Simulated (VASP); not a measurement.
# Cu3B (Im-3m) in VASP: single point with PBE

Aim: the single point of Cu3B with PBE.

Everything below comes from runs of VASP 6.6.1. Logs are shortened: lines on timing, memory, paths and dates and some standing lists are left out, and cuts for length are marked.

**1. The cell of the first run**

The structure is cubic, space group Im-3m (No. 229). The conventional cell has a = 4.561 Å, b = 4.561 Å, c = 4.561 Å, α = 90.00°, β = 90.00°, γ = 90.00°. Within 3.0 Å of Cu (site symmetry 4/mmm) lie 4 Cu at 2.28 Å and 2 B at 2.28 Å. Within 3.0 Å of B (site symmetry m-3m) lie 6 Cu at 2.28 Å.

The cell was built from a structure type or drawn by symmetry, and may not be a known phase.

**2. Single point, PBE**

Input file INCAR:

```
SYSTEM = Cu3B
PREC = Accurate
ENCUT = 600
EDIFF = 1E-6
ISMEAR = 0
SIGMA = 0.2
LREAL = .False.
LASPH = .True.
NELM = 120
ALGO = Normal
ISIF = 2
LWAVE = .False.
LCHARG = .True.
GGA = PE
LELF = .True.
LVHAR = .True.
NBANDS = 26
GGA_COMPAT = .False.
```

Input file KPOINTS:

```
regular mesh
0
Gamma
  6 6 6
  0 0 0
```

Input file POSCAR:

```
Cu3B
1.0
   -2.2804331570      2.2804331570      2.2804331570
    2.2804331570     -2.2804331570      2.2804331570
    2.2804331570      2.2804331570     -2.2804331570
Cu B
3 1
Direct
    0.0000000000      0.5000000000      0.5000000000
    0.5000000000      0.0000000000      0.5000000000
    0.5000000000      0.5000000000      0.0000000000
    0.0000000000      0.0000000000      0.0000000000
```

Potentials or basis: VASP PAW PBE potentials, release 64 (Cu, B).

Started as:

```
$ cat potpaw_PBE.64/Cu/POTCAR potpaw_PBE.64/B/POTCAR > POTCAR
$ mpirun -np 1 vasp_std > vasp.out
```

OUTCAR:

```text
SYSTEM = Cu3B
   PREC = Accurate
   ENCUT = 600
   EDIFF = 1E-6
   ISMEAR = 0
   LREAL = .False.
   LASPH = .True.
   NELM = 120
   ISIF = 2
   GGA = PE

 ion  position               nearest neighbor table
   1  0.000  0.500  0.500-   2 2.28   3 2.28   4 2.28   4 2.28   3 2.28   2 2.28
   2  0.500  0.000  0.500-   1 2.28   3 2.28   4 2.28   3 2.28   4 2.28   1 2.28
   3  0.500  0.500  0.000-   1 2.28   2 2.28   4 2.28   2 2.28   1 2.28   4 2.28
   4  0.000  0.000  0.000-   1 2.28   2 2.28   3 2.28   1 2.28   2 2.28   3 2.28

  LATTYP: Found a body centered cubic cell.
 ALAT       =     4.5608663140

  Lattice vectors:

 A1 = (  -2.2804331570,   2.2804331570,   2.2804331570)
 A2 = (   2.2804331570,  -2.2804331570,   2.2804331570)
 A3 = (   2.2804331570,   2.2804331570,  -2.2804331570)

Analysis of symmetry for initial positions (statically):
=====================================================================
 Subroutine PRICEL returns:
 Original cell was already a primitive cell.

 Routine SETGRP: Setting up the symmetry group for a
 body centered cubic supercell.

 Subroutine GETGRP returns: Found 48 space group operations
 (whereof 48 operations were pure point group operations)
 out of a pool of 48 trial point group operations.

The static configuration has the point symmetry O_h .

Analysis of symmetry for dynamics (positions and initial velocities):
=====================================================================
 Subroutine PRICEL returns:
 Original cell was already a primitive cell.

 Routine SETGRP: Setting up the symmetry group for a
 body centered cubic supercell.

 Subroutine GETGRP returns: Found 48 space group operations
 (whereof 48 operations were pure point group operations)
 out of a pool of 48 trial point group operations.

The dynamic configuration has the point symmetry O_h .

 Subroutine INISYM returns: Found 48 space group operations
 (whereof 48 operations are pure point group operations),
 and found     1 'primitive' translations

----------------------------------------------------------------------------------------

                                     Primitive cell

  volume of cell :      47.4364

  direct lattice vectors                    reciprocal lattice vectors
    -2.280433157  2.280433157  2.280433157     0.000000000  0.219256591  0.219256591
     2.280433157 -2.280433157  2.280433157     0.219256591  0.000000000  0.219256591
     2.280433157  2.280433157 -2.280433157     0.219256591  0.219256591  0.000000000

  length of vectors
     3.949826091  3.949826091  3.949826091     0.310075645  0.310075645  0.310075645

  position of ions in fractional coordinates (direct lattice)
     0.000000000  0.500000000  0.500000000
     0.500000000  0.000000000  0.500000000
     0.500000000  0.500000000  0.000000000
     0.000000000  0.000000000  0.000000000

  ion indices of the primitive-cell ions
   primitive index   ion index
                 1           1
                 2           2
                 3           3
                 4           4

----------------------------------------------------------------------------------------

 KPOINTS: regular mesh

Automatic generation of k-mesh.
 Grid dimensions read from file:
 generate k-points for:    6    6    6

 Generating k-lattice:

  Cartesian coordinates                     Fractional coordinates (reciprocal lattice)
     0.000000000  0.036542765  0.036542765     0.166666667  0.000000000  0.000000000
     0.036542765  0.000000000  0.036542765     0.000000000  0.166666667  0.000000000
     0.036542765  0.036542765  0.000000000     0.000000000  0.000000000  0.166666667

  Length of vectors
     0.051679274  0.051679274  0.051679274

  Shift w.r.t. Gamma in fractional coordinates (k-lattice)
     0.000000000  0.000000000  0.000000000

 Subroutine IBZKPT returns following result:
 ===========================================

 Found     16 irreducible k-points:

 Following reciprocal coordinates:
            Coordinates               Weight
  0.000000  0.000000  0.000000      1.000000
  0.166667  0.000000  0.000000     12.000000
  0.333333  0.000000  0.000000     12.000000
  0.500000  0.000000  0.000000      6.000000
  0.166667  0.166667  0.000000     24.000000
  0.333333  0.166667 -0.000000     48.000000
[... 8 lines left out ...]
  0.500000  0.500000  0.333333     12.000000
  0.500000  0.500000  0.500000      1.000000
   k-points           NKPTS =     16   k-points in BZ     NKDIM =     16   number of bands    NBANDS=     26
   number of dos      NEDOS =    301   number of ions     NIONS =      4
   total plane-waves  NPLWV =  32768
   dimension x,y,z NGX =    32 NGY =   32 NGZ =   32
   dimension x,y,z NGXF=    64 NGYF=   64 NGZF=   64
   ions per type =               3   1
   NGX,Y,Z   is equivalent  to a cutoff of  13.47, 13.47, 13.47 a.u.
   NGXF,Y,Z  is equivalent  to a cutoff of  26.94, 26.94, 26.94 a.u.
 SYSTEM =  Cu3B
   PREC   = accura    normal or accurate (medium, high low for compatibility)
   ISTART =      0    job   : 0-new  1-cont  2-samecut
   ICHARG =      2    charge: 1-file 2-atom 10-const
   ISPIN  =      1    spin polarized calculation?
   LNONCOLLINEAR =      F non collinear calculations
   LSORBIT =      F    spin-orbit coupling
   LASPH  =      T    aspherical Exc in radial PAW
   ENCUT  =  600.0 eV  44.10 Ry    6.64 a.u.   7.89  7.89  7.89*2*pi/ulx,y,z
   NELM   =    120;   NELMIN=  2; NELMDL= -5     # of ELM steps
   EDIFF  = 0.1E-05   stopping-criterion for ELM
   LREAL  =      F    real-space projection
   EDIFFG = 0.1E-04   stopping-criterion for IOM
   NSW    =      0    number of steps for IOM
   IBRION =     -1    ionic relax: 0-MD 1-quasi-New 2-CG
   NFREE  =      0    steps in history (QN), initial steepest desc. (CG)
   ISIF   =      2    stress and relaxation
   ISYM   =      2    0-nonsym 1-usesym 2-fastsym
   POTIM  = 0.5000    time-step for ionic-motion
   TEBEG  =    0.0;   TEEND  =   0.0 temperature during run
   PSTRESS=    0.0 pullay stress
   NELECT =      36.0000    total number of electrons
   NUPDOWN=      -1.0000    fix difference up-down
   EMIN   =  10.00;   EMAX   =-10.00  energy-range for DOS
   EFERMI =   0.00;   METHOD = LEGACY
   ISMEAR =     0;   SIGMA  =   0.20  broadening in eV -4-tet -1-fermi 0-gaus
   EFERMI_NEDOS =   21; number of points for ismear=-14 and -15
   IALGO  =     38    algorithm
   IMIX   =      4    mixing-type and parameters
     AMIX     =   0.40;   BMIX     =  1.00
     AMIX_MAG =   1.60;   BMIX_MAG =  1.00
  volume/ion in A,a.u.               =      11.86        80.03
  Fermi-wavevector in a.u.,A,eV,Ry     =   1.493270  2.821871 30.339020  2.229855
  Thomas-Fermi vector in A             =   2.605692
   LORBIT       =      0    0 simple, 1 ext, 2 COOP (PROOUT), +10 PAW based schemes
   GGA     = PE    functional components
   LHFCALC =     F    Hartree Fock is set to
   AEXX    =    0.0000 exact exchange contribution
   IVDW    =     0    specifies the selected vdW correction
   LEPSILON=     F    determine dielectric tensor
   LRPA    =     F    only Hartree local field effects (RPA)
 non-spin polarized calculation
 Gauss-broadening in eV      SIGMA  =   0.20
  energy-cutoff  :      600.00
  volume of cell :       47.44
 maximum number of plane-waves:      1605
   NGX = 15   NGY = 15   NGZ = 15

 number of electron      35.9999960 magnetization

 Free energy of the ion-electron system (eV)
  ---------------------------------------------------
  ext. energy  EPLUGINS =         0.00000000
  ---------------------------------------------------
  free energy    TOTEN  =       -14.67968499 eV

  energy without entropy =      -14.66074218  energy(sigma->0) =      -14.67021359

 E-fermi :   6.5719     XC(G=0): -12.0108

 val. band max:        6.4724636187   @ k =  -0.3333   0.3333   0.3333
 cond. band min:       6.6823208026   @ k =   0.0000   0.0000   0.0000
 fundamental gap:      0.2098571839
 Fermi energy:         6.5718659048

 k-point     1 :       0.0000    0.0000    0.0000
  band No.  band energies     occupation
      1      -3.7580      2.00000
      2       1.7070      2.00000
      3       1.7070      2.00000
      4       1.7070      2.00000
      5       1.7747      2.00000
      6       1.7944      2.00000
[... 18 lines left out ...]
     25      15.7905      0.00000
     26      16.1033      0.00000

 k-point     2 :       0.1667    0.0000    0.0000
  band No.  band energies     occupation
      1      -3.3829      2.00000
      2       1.6536      2.00000
      3       1.7053      2.00000
      4       1.8203      2.00000
      5       1.8571      2.00000
      6       1.9308      2.00000
[... 18 lines left out ...]
     25      16.6909      0.00000
     26      16.9223      0.00000

 k-point     3 :       0.3333    0.0000    0.0000
  band No.  band energies     occupation
      1      -2.3202      2.00000
      2       1.0630      2.00000
      3       1.7011      2.00000
      4       1.9184      2.00000
      5       2.2754      2.00000
      6       2.2934      2.00000
[... 18 lines left out ...]
     25      17.3428      0.00000
     26      18.2397      0.00000

 k-point     4 :       0.5000    0.0000    0.0000
  band No.  band energies     occupation
      1      -1.1756      2.00000
      2       0.0009      2.00000
      3       1.6986      2.00000
      4       1.9695      2.00000
      5       2.4108      2.00000
      6       2.8101      2.00000
[... 18 lines left out ...]
     25      16.1254      0.00000
     26      19.4786      0.00000

 k-point     5 :       0.1667    0.1667    0.0000
  band No.  band energies     occupation
      1      -2.6618      2.00000
      2       1.3724      2.00000
      3       1.8628      2.00000
      4       1.9418      2.00000
      5       1.9506      2.00000
      6       2.0590      2.00000
[... 18 lines left out ...]
     25      17.3491      0.00000
     26      17.4830      0.00000

 k-point     6 :       0.3333    0.1667   -0.0000
  band No.  band energies     occupation
      1      -1.4197      2.00000
      2       0.6068      2.00000
      3       1.6676      2.00000
      4       2.0712      2.00000
      5       2.1349      2.00000
      6       2.4183      2.00000
[... 195 lines left out ...]
 k-point    13 :      -0.3333    0.5000    0.1667
  band No.  band energies     occupation
      1      -1.0707      2.00000
      2       0.8465      2.00000
      3       1.5995      2.00000
      4       2.0060      2.00000
      5       2.0807      2.00000
      6       2.2567      2.00000
[... 18 lines left out ...]
     25      18.6383      0.00000
     26      20.4921      0.00000

 k-point    14 :      -0.3333    0.3333    0.3333
  band No.  band energies     occupation
      1      -1.2871      2.00000
      2       0.9960      2.00000
      3       1.7745      2.00000
      4       2.1559      2.00000
      5       2.1559      2.00000
      6       2.2099      2.00000
[... 18 lines left out ...]
     25      18.1514      0.00000
     26      21.3209      0.00000

 k-point    15 :       0.5000    0.5000    0.3333
  band No.  band energies     occupation
      1      -0.8458      2.00000
      2       1.1334      2.00000
      3       1.6077      2.00000
      4       2.0111      2.00000
      5       2.1556      2.00000
      6       2.3239      2.00000
[... 18 lines left out ...]
     25      19.2894      0.00000
     26      21.7787      0.00000

 k-point    16 :       0.5000    0.5000    0.5000
  band No.  band energies     occupation
      1      -0.7935      2.00000
      2       1.4604      2.00000
      3       1.4604      2.00000
      4       1.9245      2.00000
      5       2.3816      2.00000
      6       2.3816      2.00000
[... 18 lines left out ...]
     25      20.6930      0.00000
     26      21.7659      0.00000

------------------------ aborting loop because EDIFF is reached ----------------------------------------

  FORCE on cell =-STRESS in cart. coord.  units (eV):
  Direction    XX          YY          ZZ          XY          YZ          ZX
  --------------------------------------------------------------------------------------
  -------------------------------------------------------------------------------------
  Total        0.1620298      0.1620298      0.1620298      0.0000000      0.0000000      0.0000000
  in kB        5.4725969      5.4725969      5.4725969      0.0000000      0.0000000      0.0000000
  external PRESSURE =       5.4725969 kB  Pullay stress =       0.0000000 kB

 VOLUME and BASIS-vectors are now :
 -----------------------------------------------------------------------------
  energy-cutoff  :      600.00
  volume of cell :       47.44
      direct lattice vectors                 reciprocal lattice vectors
    -2.280433157  2.280433157  2.280433157     0.000000000  0.219256591  0.219256591
     2.280433157 -2.280433157  2.280433157     0.219256591  0.000000000  0.219256591
     2.280433157  2.280433157 -2.280433157     0.219256591  0.219256591  0.000000000

 POSITION                                       TOTAL-FORCE (eV/Angst)
 -----------------------------------------------------------------------------------
      2.28043      0.00000      0.00000        -0.000000      0.000000      0.000000
      0.00000      2.28043      0.00000        -0.000000     -0.000000     -0.000000
      0.00000      0.00000      2.28043        -0.000000      0.000000      0.000000
      0.00000      0.00000      0.00000         0.000000      0.000000     -0.000000
 -----------------------------------------------------------------------------------
    total drift:                               -0.000000     -0.000000      0.000000

  FREE ENERGIE OF THE ION-ELECTRON SYSTEM (eV)
  ---------------------------------------------------
  free  energy   TOTEN  =       -14.6796849950 eV

  energy  without entropy=      -14.6607421825  energy(sigma->0) =      -14.67021359
```

It took 40 s on 1 thread of Intel Xeon 8259CL, shared host; peak memory 0.18 GiB.

Results:

```
Free energy            : -14.6797 eV
Pressure               : 0.5 GPa
Band gap on the k mesh : zero (bands 18 and 19 overlap by 1.52 eV)
```

Levels at points of the mesh, in eV from the Fermi level:
```tsv
k point	band 14	band 15	band 16	band 17	band 18	band 19	band 20	band 21	band 22	band 23
(0.00, 0.00, 0.00)	-2.18	-2.18	-1.26	0.11	0.11	0.11	3.53	4.39	4.39	4.39
(0.50, 0.00, 0.00)	-2.69	-2.50	-2.41	-2.32	0.36	0.76	1.74	2.70	6.83	7.28
(0.50, 0.50, 0.50)	-2.52	-2.52	-2.18	-2.18	-2.18	-0.34	1.21	1.21	6.65	6.65
```
